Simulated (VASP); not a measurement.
Here is a VASP 6.6.1 calculation.

The input POSCAR:

```
Ni
1.0
    3.9392869098      0.0000000000      0.0000000000
   -1.9696434549      3.4115225367      0.0000000000
    0.0000000000      0.0000000000      2.3668448275
Ni
3
Direct
    1.0000000000      0.0000000000      0.0000000000
    0.3333333333      0.6666666667      0.5000000000
    0.6666666667      0.3333333333      0.5000000000
```

The input INCAR.step1:

```
SYSTEM = Ni
ALGO = Normal
EDIFF = 1E-4
ENCUT = 520
GGA = PE
ISMEAR = -1
LASPH = .True.
LCHARG = .False.
LREAL = .False.
LWAVE = .True.
NBANDS = 22
NELM = 100
PREC = Accurate
SIGMA = 0.1
```

INCAR.step2

```
SYSTEM = Ni
ALGO = Normal
EDIFF = 1E-6
ENCUT = 520
ISIF = 2
ISMEAR = -1
ISTART = 1
LASPH = .True.
LCHARG = .False.
LMIXTAU = .True.
LREAL = .False.
LWAVE = .False.
METAGGA = R2SCAN
NBANDS = 22
NELM = 100
PREC = Accurate
SIGMA = 0.1
```

KPOINTS

```
k-points
0
Gamma
  9 9 13
  0 0 0
```

Potentials or basis: VASP PAW PBE potentials, release 64 (Ni).

The run is started by

```bash
$ cat potpaw_PBE.64/Ni/POTCAR > POTCAR
$ cp INCAR.step1 INCAR
$ mpirun -np 1 vasp_std > vasp.out
$ cp INCAR.step2 INCAR
$ mpirun -np 1 vasp_std > vasp.out
```

**Question.** Predict the band gap on the k mesh.

**Answer.** Zero (bands 15 and 16 overlap by 0.69 eV).

**Question.** Estimate the pressure.

**Answer.** 0.6 GPa.

Stress tensor (GPa, compression positive):
```
0.61 0.00 0.00
0.00 0.61 0.00
0.00 0.00 0.46
```

Caveat: the PAW data sets were made with another functional, which shifts forces and pressure a little; the run has no spin polarisation, though such a crystal can be magnetic. Spin polarisation is off, so any magnetic state and its effect on volume and gap are missing.
